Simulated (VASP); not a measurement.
TiSiTe3:

```
Ti Si Te
1.0
     5.08819    0.00000    0.00000
     0.00000    5.08819    0.00000
     0.00000    0.00000    5.08819
Ti Si Te
1 1 3
Direct
  0.50000 0.50000 0.50000
  0.00000 0.00000 0.00000
  0.00000 0.50000 0.50000
  0.50000 0.50000 0.00000
  0.50000 0.00000 0.50000
```

The cell was generated, and may not be a known phase.

- Program: VASP 6.6.1
- Task: relaxation of cell and atoms
- Functional: PBE
- Potentials or basis: VASP PAW PBE potentials, release 64 (Ti_sv, Si, Te)
- Cutoff: 600 eV
- k mesh: 4 × 4 × 4
- Occupations: gaussian, width 0.1 eV
- Spin: no spin polarisation

At the start: pressure 8.4 GPa; volume 26.35 Å³/atom.

Task: How do energy, volume and symmetry change on relaxing?

Result: Over 3 steps the energy falls by 87.0 meV/atom and the volume is 30.05 Å³/atom (+14.1 %); space group Pm-3m (No. 221, to 0.1 Å) before and after.

Step by step:
```csv
step,energy change (eV),largest force (eV/Å),pressure (GPa),volume (Å³)
1,0.0000,0.0000,8.43,131.73
2,-0.3521,0.0000,-2.64,159.97
3,-0.4348,0.0000,0.02,150.25
```

Final structure:
```
Ti Si Te
1.0
     5.31619    0.00000    0.00000
     0.00000    5.31619    0.00000
     0.00000    0.00000    5.31619
Ti Si Te
1 1 3
Direct
  0.50000 0.50000 0.50000
  0.00000 0.00000 0.00000
  0.00000 0.50000 0.50000
  0.50000 0.50000 0.00000
  0.50000 0.00000 0.50000
```
